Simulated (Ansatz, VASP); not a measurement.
**One calculation of HfC, two programs**

The input INCAR:

```
SYSTEM = HfC
PREC = Accurate
ENCUT = 600
EDIFF = 1E-6
ISMEAR = 0
SIGMA = 0.025
LREAL = .False.
LASPH = .True.
NELM = 200
ALGO = Normal
ISIF = 2
LWAVE = .False.
LCHARG = .False.
MAGMOM = 0 0 0 0 0 0
LORBIT = 11
LSORBIT = .True.
GGA_COMPAT = .False.
LORBMOM = .True.
LMAXMIX = 4
GGA = LIBXC
LIBXC1 = GGA_X_RPBE
LIBXC2 = GGA_C_LYP
NBANDS = 26
```

The input KPOINTS:

```
Automatic mesh
0
Gamma
  8 8 8
  0 0 0
```

File POSCAR:

```
HfC
1.0
    0.0000000000      2.2935772291      2.2935772291
    2.2935772291      0.0000000000      2.2935772291
    2.2935772291      2.2935772291      0.0000000000
Hf C
1 1
Direct
    0.5000000000      0.5000000000      0.5000000000
    0.0000000000      0.0000000000      0.0000000000
```

File input.yaml:

```yaml
crystal:
  lattice:
    - [0.0, 2.2935772291, 2.2935772291]
    - [2.2935772291, 0.0, 2.2935772291]
    - [2.2935772291, 2.2935772291, 0.0]
  atoms:
    - { symbol: Hf, position: [0.5, 0.5, 0.5] }
    - { symbol: C, position: [0.0, 0.0, 0.0] }
kpoints:
  mp_grid: { grid: [8, 8, 8] }
scf:
  occupations: { method: gaussian, width: 0.025 }
hamiltonian:
  xc: { exchange: rpbe, correlation: lyp }
  pseudopotentials: { kind: all_electron, lapw: { basis_error: 0.002 } }
magnetization:
  noncollinear: true
  spin_orbit: true
output:
  forces: true
  stress: true
  eigenvalues: true
```

Change from the starting cell: volume scaled by 0.96.

Alike in both runs: task single point; functional rpbe exchange, lyp correlation; k mesh 8 × 8 × 8; occupations gaussian, width 0.025 eV; non-collinear spin, spin-orbit coupling.

```csv
,VASP,Ansatz
version,VASP 6.6.1,Ansatz 0.2.0
potentials or method,"VASP PAW PBE potentials, release 64 (Hf_pv, C), cutoff 600 eV","all-electron LAPW, relativistic spinors"
```

|  | VASP | Ansatz | Ansatz less VASP |
| --- | --- | --- | --- |
| pressure (GPa) | 22.0 | 22.2 | +0.23 |

VASP's potentials were made for PBE, not for rpbe exchange, lyp correlation. Ansatz ran all-electron here, and VASP with PAW potentials.

Noted on Ansatz's run: the k mesh is thin for a metal, which can move the energy by tens of meV per atom.
